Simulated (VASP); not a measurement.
Input of a VASP 6.6.1 run:

Contents of INCAR:

```
PREC = Accurate ; ENCUT = 520
EDIFF = 1E-7 ; ISMEAR = 0
SIGMA = 0.05 ; LREAL = False
LASPH = True ; NELM = 60
ALGO = Normal ; ISIF = 2
LWAVE = False ; LCHARG = False
GGA = PE ; NBANDS = 15
```

Contents of KPOINTS:

```
regular mesh
0
Gamma
  8 8 8
```

File POSCAR:

```
SrO
1.0
    0.0000000000      2.6340450000      2.6982900000
    2.6340450000      0.0000000000      2.6982900000
    2.6340450000      2.6340450000      0.0000000000
Sr O
1 1
Direct
    0.0000000000      0.0000000000      0.0000000000
    0.5000000000      0.5000000000      0.5000000000
```

Potentials or basis: VASP PAW PBE potentials, release 64 (Sr_sv, O).

The run is started by

```bash
$ cat potpaw_PBE.64/Sr_sv/POTCAR potpaw_PBE.64/O/POTCAR > POTCAR
$ mpirun -np 1 vasp_std > vasp.out
```

(1) Estimate the band gap on the k mesh.

(2) What does it give for the pressure?

Answers

(1) 3.26 eV, indirect (least direct gap 3.30 eV).

(2) -4.4 GPa.

Caveat: the cell differs from its parent crystal (strain +0.025 along x and y, +0.050 along z).
